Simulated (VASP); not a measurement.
# SrCl2 (Fm-3m) in VASP: notebook, part 2 of 2

VASP 6.6.1.

### Step 3. Single point, RPBE

File INCAR:

```
PREC     = Accurate       # precision mode
ENCUT    = 520            # plane-wave cutoff, eV
EDIFF    = 1E-6           # SCF threshold, eV
ISMEAR   = -1             # smearing method
SIGMA    = 0.05           # smearing width, eV
LREAL    = False          # projectors in reciprocal space
LASPH    = True           # aspherical terms in the spheres
NELM     = 100            # most SCF steps
ALGO     = Normal         # electronic algorithm
ISIF     = 2              # what is computed and relaxed
LWAVE    = False          # write WAVECAR
LCHARG   = False          # write CHGCAR
GGA      = RP             # functional
NBANDS   = 19             # bands
```

File KPOINTS:

```
regular mesh
0
Gamma
  4 4 4
```

File POSCAR:

```
SrCl2
1.0
    0.0000000000      3.4883500000      3.4883500000
    3.4883500000      0.0000000000      3.4883500000
    3.4883500000      3.4883500000      0.0000000000
Sr Cl
1 2
Direct
    0.0000000000      0.0000000000      0.0000000000
    0.7500000000      0.7500000000      0.7500000000
    0.2500000000      0.2500000000      0.2500000000
```

Potentials or basis: VASP PAW PBE potentials, release 64 (Sr_sv, Cl).

Command:

```sh
> cat potpaw_PBE.64/Sr_sv/POTCAR potpaw_PBE.64/Cl/POTCAR > POTCAR
> mpirun -np 1 vasp_std > vasp.out
```

OUTCAR:

```text
PREC = Accurate
   ENCUT = 520
   EDIFF = 1E-6
   ISMEAR = -1
   LREAL = False
   LASPH = True
   NELM = 100
   ISIF = 2
   GGA = RP

 ion  position               nearest neighbor table
   1  0.000  0.000  0.000-   2 3.02   2 3.02   2 3.02   2 3.02   3 3.02   3 3.02   3 3.02   3 3.02

   2  0.750  0.750  0.750-   1 3.02   1 3.02   1 3.02   1 3.02
   3  0.250  0.250  0.250-   1 3.02   1 3.02   1 3.02   1 3.02

  LATTYP: Found a face centered cubic cell.
 ALAT       =     6.9767000000

  Lattice vectors:

 A1 = (   0.0000000000,   3.4883500000,   3.4883500000)
 A2 = (   3.4883500000,   0.0000000000,   3.4883500000)
 A3 = (   3.4883500000,   3.4883500000,   0.0000000000)

Analysis of symmetry for initial positions (statically):
=====================================================================
 Subroutine PRICEL returns:
 Original cell was already a primitive cell.

 Routine SETGRP: Setting up the symmetry group for a
 face centered cubic supercell.

 Subroutine GETGRP returns: Found 48 space group operations
 (whereof 48 operations were pure point group operations)
 out of a pool of 48 trial point group operations.

The static configuration has the point symmetry O_h .

Analysis of symmetry for dynamics (positions and initial velocities):
=====================================================================
 Subroutine PRICEL returns:
 Original cell was already a primitive cell.

 Routine SETGRP: Setting up the symmetry group for a
 face centered cubic supercell.

 Subroutine GETGRP returns: Found 48 space group operations
 (whereof 48 operations were pure point group operations)
 out of a pool of 48 trial point group operations.

The dynamic configuration has the point symmetry O_h .

[... 96 lines left out ...]
   EMIN   =  10.00;   EMAX   =-10.00  energy-range for DOS
   EFERMI =   0.00;   METHOD = LEGACY
   ISMEAR =    -1;   SIGMA  =   0.05  broadening in eV -4-tet -1-fermi 0-gaus
   EFERMI_NEDOS =   21; number of points for ismear=-14 and -15
   IALGO  =     38    algorithm
   IMIX   =      4    mixing-type and parameters
     AMIX     =   0.40;   BMIX     =  1.00
     AMIX_MAG =   1.60;   BMIX_MAG =  1.00
  volume/ion in A,a.u.               =      28.30       190.97
  Fermi-wavevector in a.u.,A,eV,Ry     =   1.074439  2.030396 15.706833  1.154420
  Thomas-Fermi vector in A             =   2.210267
   LORBIT       =      0    0 simple, 1 ext, 2 COOP (PROOUT), +10 PAW based schemes
   GGA     = RP    functional components
   LHFCALC =     F    Hartree Fock is set to
   AEXX    =    0.0000 exact exchange contribution
   IVDW    =     0    specifies the selected vdW correction
   LEPSILON=     F    determine dielectric tensor
   LRPA    =     F    only Hartree local field effects (RPA)
 non-spin polarized calculation
  energy-cutoff  :      520.00
  volume of cell :       84.90
 maximum number of plane-waves:      2302
 NGX is ok and might be reduce to    40
   NGX = 19   NGY = 19   NGZ = 19

 number of electron      24.0000003 magnetization

 Free energy of the ion-electron system (eV)
  ---------------------------------------------------
  ext. energy  EPLUGINS =         0.00000000
  ---------------------------------------------------
  free energy    TOTEN  =       -12.08150587 eV

  energy without entropy =      -12.08150587  energy(sigma->0) =      -12.08150587

 E-fermi :   1.4393     XC(G=0):  -7.9720

 val. band max:        0.2667381339   @ k =   0.5000   0.5000   0.0000
 cond. band min:       5.9430069744   @ k =   0.0000   0.0000   0.0000
 fundamental gap:      5.6762688405
 Fermi energy:         1.4393261136

 k-point     1 :       0.0000    0.0000    0.0000
  band No.  band energies     occupation
      1     -32.6775      2.00000
      2     -14.6672      2.00000
      3     -14.6672      2.00000
      4     -14.6672      2.00000
      5     -13.0269      2.00000
      6     -12.1897      2.00000
[... 153 lines left out ...]
      6     -12.3839      2.00000
[... 11 lines left out ...]
     18       9.9595      0.00000
     19      11.1361      0.00000

------------------------ aborting loop because EDIFF is reached ----------------------------------------

  FORCE on cell =-STRESS in cart. coord.  units (eV):
  Direction    XX          YY          ZZ          XY          YZ          ZX
  --------------------------------------------------------------------------------------
  -------------------------------------------------------------------------------------
  Total        1.6249621      1.6249621      1.6249621      0.0000000     -0.0000000      0.0000000
  in kB       30.6664614     30.6664614     30.6664614      0.0000000     -0.0000000      0.0000000
  external PRESSURE =      30.6664614 kB  Pullay stress =       0.0000000 kB

 VOLUME and BASIS-vectors are now :
 -----------------------------------------------------------------------------
  energy-cutoff  :      520.00
  volume of cell :       84.90
      direct lattice vectors                 reciprocal lattice vectors
     0.000000000  3.488350000  3.488350000    -0.143334241  0.143334241  0.143334241
     3.488350000  0.000000000  3.488350000     0.143334241 -0.143334241  0.143334241
     3.488350000  3.488350000  0.000000000     0.143334241  0.143334241 -0.143334241

 POSITION                                       TOTAL-FORCE (eV/Angst)
 -----------------------------------------------------------------------------------
      0.00000      0.00000      0.00000         0.000000     -0.000000      0.000000
      5.23252      5.23252      5.23252         0.000000      0.000000      0.000000
      1.74418      1.74418      1.74418        -0.000000     -0.000000     -0.000000
 -----------------------------------------------------------------------------------
    total drift:                               -0.000000     -0.000000      0.000000

  FREE ENERGIE OF THE ION-ELECTRON SYSTEM (eV)
  ---------------------------------------------------
  free  energy   TOTEN  =       -12.0815058710 eV

  energy  without entropy=      -12.0815058710  energy(sigma->0) =      -12.08150587
```

OSZICAR:

```text
N       E                     dE             d eps       ncg     rms          rms(c)
DAV:   1     0.140235613875E+03    0.14024E+03   -0.11543E+04   304   0.114E+03
DAV:   2    -0.300409022863E+01   -0.14324E+03   -0.13806E+03   419   0.217E+02
DAV:   3    -0.119508039078E+02   -0.89467E+01   -0.89170E+01   402   0.552E+01
DAV:   4    -0.122928689059E+02   -0.34206E+00   -0.34165E+00   498   0.926E+00
DAV:   5    -0.122965044813E+02   -0.36356E-02   -0.36355E-02   407   0.855E-01    0.125E+01
DAV:   6    -0.120163407445E+02    0.28016E+00   -0.60289E-01   367   0.448E+00    0.804E+00
DAV:   7    -0.120594618127E+02   -0.43121E-01   -0.42652E-01   415   0.405E+00    0.218E+00
DAV:   8    -0.120767396832E+02   -0.17278E-01   -0.59050E-02   333   0.143E+00    0.432E-01
DAV:   9    -0.120789502115E+02   -0.22105E-02   -0.24428E-03   392   0.301E-01    0.166E-01
DAV:  10    -0.120813786331E+02   -0.24284E-02   -0.23077E-03   310   0.314E-01    0.531E-02
DAV:  11    -0.120814838137E+02   -0.10518E-03   -0.10601E-04   383   0.691E-02    0.537E-02
DAV:  12    -0.120815048347E+02   -0.21021E-04   -0.34472E-05   331   0.388E-02    0.758E-03
DAV:  13    -0.120815058409E+02   -0.10061E-05   -0.20465E-06   335   0.104E-02    0.716E-03
DAV:  14    -0.120815058710E+02   -0.30140E-07   -0.73142E-07   305   0.653E-03
   1 F= -.12081506E+02 E0= -.12081506E+02  d E =-.997273E-11
```

Run time: 14 s. Hardware: 1 thread of AMD EPYC 9R14 (Zen 4), shared host; peak memory 0.2 GiB.

What came out:

```
Free energy            : -12.0815 eV
Pressure               : 3.1 GPa
Band gap on the k mesh : 5.68 eV, indirect (least direct gap 5.74 eV)
```

Caveat: the PAW data sets were made with another functional, which shifts forces and pressure a little. A k mesh can miss the band edges.

### Step 4. Single point, BLYP

File INCAR:

```
SYSTEM = SrCl2
  PREC = Accurate
  ENCUT = 520
  EDIFF = 1E-7
  ISMEAR = -1
  SIGMA = 0.05
  LREAL = .FALSE.
  LASPH = .TRUE.
  NELM = 60
  ALGO = Normal
  ISIF = 2
  LWAVE = .FALSE.
  LCHARG = .TRUE.
  GGA = B5
  ALDAX = 1.0
  AGGAX = 1.0
  AGGAC = 1.0
  ALDAC = 0.0
  LELF = .TRUE.
  LVHAR = .TRUE.
  NBANDS = 19
```

File KPOINTS:

```
regular mesh
0
G
  4 4 4
  0 0 0
```

POSCAR is that of step 3.

Potentials or basis: VASP PAW PBE potentials, release 64 (Sr_sv, Cl).

Command:

```sh
> cat potpaw_PBE.64/Sr_sv/POTCAR potpaw_PBE.64/Cl/POTCAR > POTCAR
> mpirun -np 1 vasp_std > vasp.out
```

OUTCAR:

```text
SYSTEM = SrCl2
   PREC = Accurate
   ENCUT = 520
   EDIFF = 1E-7
   ISMEAR = -1
   LREAL = .FALSE.
   LASPH = .TRUE.
   NELM = 60
   ISIF = 2
   GGA = B5

 ion  position               nearest neighbor table
   1  0.000  0.000  0.000-   2 3.02   2 3.02   2 3.02   2 3.02   3 3.02   3 3.02   3 3.02   3 3.02

   2  0.750  0.750  0.750-   1 3.02   1 3.02   1 3.02   1 3.02
   3  0.250  0.250  0.250-   1 3.02   1 3.02   1 3.02   1 3.02

  LATTYP: Found a face centered cubic cell.
 ALAT       =     6.9767000000

  Lattice vectors:

 A1 = (   0.0000000000,   3.4883500000,   3.4883500000)
 A2 = (   3.4883500000,   0.0000000000,   3.4883500000)
 A3 = (   3.4883500000,   3.4883500000,   0.0000000000)

Analysis of symmetry for initial positions (statically):
=====================================================================
 Subroutine PRICEL returns:
 Original cell was already a primitive cell.

 Routine SETGRP: Setting up the symmetry group for a
 face centered cubic supercell.

 Subroutine GETGRP returns: Found 48 space group operations
[... 146 lines left out ...]
  free energy    TOTEN  =       -11.92658181 eV

  energy without entropy =      -11.92658181  energy(sigma->0) =      -11.92658181

 E-fermi :   1.6321     XC(G=0):  -7.9291

 val. band max:        0.4636296784   @ k =   0.5000   0.5000   0.0000
 cond. band min:       5.8473047507   @ k =   0.0000   0.0000   0.0000
 fundamental gap:      5.3836750724
 Fermi energy:         1.6320726059

 k-point     1 :       0.0000    0.0000    0.0000
  band No.  band energies     occupation
      1     -32.4296      2.00000
      2     -14.4607      2.00000
      3     -14.4607      2.00000
      4     -14.4607      2.00000
      5     -12.8103      2.00000
      6     -11.9660      2.00000
[... 153 lines left out ...]
      6     -12.1593      2.00000
[... 11 lines left out ...]
     18       9.9435      0.00000
     19      11.1082      0.00000

------------------------ aborting loop because EDIFF is reached ----------------------------------------

  FORCE on cell =-STRESS in cart. coord.  units (eV):
  Direction    XX          YY          ZZ          XY          YZ          ZX
  --------------------------------------------------------------------------------------
  -------------------------------------------------------------------------------------
  Total        1.4281967      1.4281967      1.4281967     -0.0000000     -0.0000000      0.0000000
  in kB       26.9530831     26.9530831     26.9530831     -0.0000000     -0.0000000      0.0000000
  external PRESSURE =      26.9530831 kB  Pullay stress =       0.0000000 kB

 VOLUME and BASIS-vectors are now :
 -----------------------------------------------------------------------------
  energy-cutoff  :      520.00
  volume of cell :       84.90
      direct lattice vectors                 reciprocal lattice vectors
     0.000000000  3.488350000  3.488350000    -0.143334241  0.143334241  0.143334241
     3.488350000  0.000000000  3.488350000     0.143334241 -0.143334241  0.143334241
     3.488350000  3.488350000  0.000000000     0.143334241  0.143334241 -0.143334241

 POSITION                                       TOTAL-FORCE (eV/Angst)
 -----------------------------------------------------------------------------------
      0.00000      0.00000      0.00000        -0.000000     -0.000000     -0.000000
      5.23252      5.23252      5.23252         0.000000      0.000000      0.000000
      1.74418      1.74418      1.74418         0.000000      0.000000     -0.000000
 -----------------------------------------------------------------------------------
    total drift:                               -0.000000     -0.000000      0.000000

  FREE ENERGIE OF THE ION-ELECTRON SYSTEM (eV)
  ---------------------------------------------------
  free  energy   TOTEN  =       -11.9265818135 eV

  energy  without entropy=      -11.9265818134  energy(sigma->0) =      -11.92658181
```

Run time: 30 s. Hardware: 1 thread of AMD EPYC 9R14 (Zen 4), shared host; peak memory 0.19 GiB.

What came out:

| Quantity | Value |
| --- | --- |
| Free energy | -11.9266 eV |
| Pressure | 2.7 GPa |
| Band gap on the k mesh | 5.38 eV, indirect (least direct gap 5.51 eV) |

Levels at points of the mesh, in eV from the valence-band top:
| k point | band 10 | band 11 | band 12 | band 13 | band 14 | band 15 |
| --- | --- | --- | --- | --- | --- | --- |
| (0.00, 0.00, 0.00) | -0.33 | -0.33 | -0.33 | 5.38 | 6.09 | 6.09 |
| (0.50, 0.00, 0.00) | -1.30 | -1.03 | -1.03 | 6.68 | 6.68 | 7.48 |
| (0.50, 0.50, 0.00) | -0.40 | -0.40 | 0.00 | 5.51 | 7.04 | 7.54 |

Caveat: the PAW data sets were made with another functional, which shifts forces and pressure a little.

### Step 5. The runs side by side

```csv
level,gap on the mesh (eV),pressure (GPa)
PBEsol,5.13,-0.9
RPBE,5.68,3.1
BLYP,5.38,2.7
```

Alike in all rows: task single point; potentials or basis VASP PAW PBE potentials, release 64 (Sr_sv, Cl); no spin polarisation; cell as given; k mesh 4 × 4 × 4; cutoff (eV) 520; smearing fermi-dirac 0.05 eV.

On the cell as given the gap runs from 5.13 eV (PBEsol) to 5.68 eV (RPBE). The pressure there spans -0.9 GPa (PBEsol) to 3.1 GPa (RPBE); a positive pressure means that this level wants a larger cell, a negative one a smaller.

Caveats: the PAW data sets were made with another functional, which shifts forces and pressure a little.

Total energies depend on the potentials used, so only differences within one code and one set of settings carry meaning.
